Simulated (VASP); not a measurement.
## LiCaF3: relaxation of cell and atoms with PBE

LiCaF3:

```
Li Ca F
1.0
     5.50569    0.00000    0.00000
     0.00000    5.50569    0.00000
     0.00000    0.00000    3.89311
Li Ca F
2 2 6
Direct
  0.50000 0.50000 0.00000
  0.00000 0.00000 0.00000
  0.00000 0.50000 0.50000
  0.50000 0.00000 0.50000
  0.77523 0.27523 0.00000
  0.72477 0.77523 0.00000
  0.50000 0.50000 0.50000
  0.22477 0.72477 0.00000
  0.27523 0.22477 0.00000
  0.00000 0.00000 0.50000
```

```json
{
 "Program": "VASP 6.6.1",
 "Task": "relaxation of cell and atoms",
 "Functional": "PBE",
 "Potentials or basis": "VASP PAW PBE potentials, release 64 (Li_sv, Ca_sv, F)",
 "Cutoff": "600 eV",
 "k mesh": "4 × 4 × 4",
 "Occupations": "gaussian, width 0.1 eV",
 "Spin": "no spin polarisation",
 "Dipole correction": "no",
 "Further INCAR settings": "ALGO = Normal; EDIFF = 1e-07; IBRION = 2; EDIFFG = -0.04; NSW = 90; ISIF = 3"
}
```

* Relaxed volume: 11.01 Å³/atom
* Relaxed cell: a = 5.373 Å, b = 5.373 Å, c = 3.813 Å, α = 90.00°, β = 90.00°, γ = 90.00°
* Space group after relaxing (to 0.1 Å): P4/mbm (No. 127)
* Energy gained by relaxing: 75.6 meV/atom
* Ionic steps: 13
* Pressure after relaxing: 0.0 GPa
* Largest force after relaxing: 0.010 eV/Å
* Band gap on the k mesh: 6.79 eV

Forces in eV/Å, atoms in the order of the input:
```
Li   0.000  0.000  0.000
Li   0.000  0.000  0.000
Ca   0.000  0.000  0.000
Ca   0.000  0.000  0.000
F    0.007  0.007  0.000
F   -0.007  0.007  0.000
F    0.000  0.000  0.000
F   -0.007 -0.007  0.000
F    0.007 -0.007  0.000
F    0.000  0.000  0.000
```

Stress tensor (GPa, compression positive):
```
 0.07  0.00  0.00
 0.00  0.07  0.00
 0.00  0.00 -0.28
```

The path:
| step | energy change (eV) | largest force (eV/Å) | pressure (GPa) | volume (Å³) |
| --- | --- | --- | --- | --- |
| 1 | 0.0000 | 0.4186 | -6.66 | 118.01 |
| 2 | -0.2733 | 0.4238 | -2.42 | 109.83 |
| 3 | -0.3168 | 0.4169 | 0.56 | 105.65 |
| 4 | -0.3578 | 0.4369 | 0.66 | 105.66 |
| 5 | -0.4864 | 0.4466 | 1.02 | 105.68 |
| 6 | -0.6923 | 0.2072 | 2.23 | 105.73 |
| 7 | 0.0052 | 1.9648 | 8.27 | 105.81 |
| 8 | -0.7100 | 0.1182 | 2.55 | 105.73 |
| 9 | -0.7171 | 0.0269 | 3.02 | 105.75 |
| 10 | -0.7487 | 0.0932 | 0.66 | 109.26 |
| 11 | -0.7487 | 0.0954 | 0.59 | 109.37 |
| 12 | -0.7534 | 0.0475 | 0.31 | 109.69 |
| 13 | -0.7556 | 0.0098 | -0.05 | 110.09 |

Final structure:
```
Li Ca F
1.0
     5.37326    0.00000    0.00000
     0.00000    5.37326    0.00000
     0.00000    0.00000    3.81306
Li Ca F
2 2 6
Cartesian
  2.6866 2.6866 0.0000
  0.0000 0.0000 0.0000
  0.0000 2.6866 1.9065
  2.6866 0.0000 1.9065
  4.4122 1.7256 0.0000
  3.6476 4.4122 0.0000
  2.6866 2.6866 1.9065
  0.9610 3.6476 3.8131
  1.7256 0.9610 0.0000
  0.0000 0.0000 1.9065
```

Levels at points of the mesh, in eV from the valence-band top:
```
           k point  band 31  band 32  band 33  band 34  band 35  band 36  band 37  band 38
(0.00, 0.00, 0.00)    -0.36    -0.25     0.00     0.00     6.79     6.91     8.37     8.44
(0.50, 0.00, 0.00)    -0.47    -0.47    -0.20    -0.20     7.93     7.93     8.26     8.26
(0.50, 0.50, 0.00)    -0.35    -0.35    -0.29    -0.29     7.90     7.90     8.59     8.59
(0.00, 0.00, 0.50)    -0.20    -0.16    -0.13    -0.13     7.41     7.47     7.86     8.09
(0.50, 0.00, 0.50)    -0.40    -0.40    -0.24    -0.24     8.17     8.17     8.35     8.35
(0.50, 0.50, 0.50)    -0.35    -0.35    -0.20    -0.20     8.21     8.21     8.39     8.39
```

It took 20 min on 1 thread of Oxide Virtual Turin-like Processor (shared host), peak memory 0.3 GiB.

Caveat: the cutoff is under 1.25 times the usual one of these potentials, so pressure, stress and relaxed cells hold a basis-set (Pulay) error. A k mesh can miss the band edges.
